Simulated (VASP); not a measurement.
A run of VASP 6.6.1 is set up as follows.

Contents of INCAR:

```
  ALGO = Normal
  EDIFF = 1E-7
  ENCUT = 520
  ISIF = 2
  ISMEAR = 0
  LASPH = T
  LCHARG = F
  LREAL = F
  LWAVE = F
  NBANDS = 16
  NELM = 80
  PREC = Accurate
  SIGMA = 0.05
```

Contents of KPOINTS:

```
k-points
0
Gamma
  9 9 6
```

The input POSCAR:

```
AlN
1.0
    3.0887424016      0.0000000000      0.0000000000
   -1.5443712008      2.6749293856      0.0000000000
    0.0000000000      0.0000000000      4.9437688231
Al N
2 2
Direct
    0.3350562671      0.6923869718      0.0015212672
    0.6649437329      0.3076130282      0.5015212672
    0.3317959040      0.6437156091      0.3834787328
    0.6682040960      0.3562843909      0.8834787328
```

Potentials or basis: VASP PAW LDA potentials, release 64 (Al, N).

Launch:

```console
$ cat potpaw_LDA.64/Al/POTCAR potpaw_LDA.64/N/POTCAR > POTCAR
$ mpirun -np 1 vasp_std > vasp.out
```

What does it give for the largest force?

0.446 eV/Å.

What does it give for the band gap on the k mesh?

4.35 eV, direct.

Predict the pressure.

0.4 GPa.

Forces in eV/Å, atoms in the order of the input:
```
Al   0.174 -0.409  0.043
Al  -0.174  0.409  0.043
N   -0.099  0.172 -0.043
N    0.099 -0.172 -0.043
```

Caveat: the cell differs from its parent crystal (mode 4 frozen in at -0.034 Å and mode 5 at +0.069 Å (largest displacements)). A k mesh can miss the band edges.
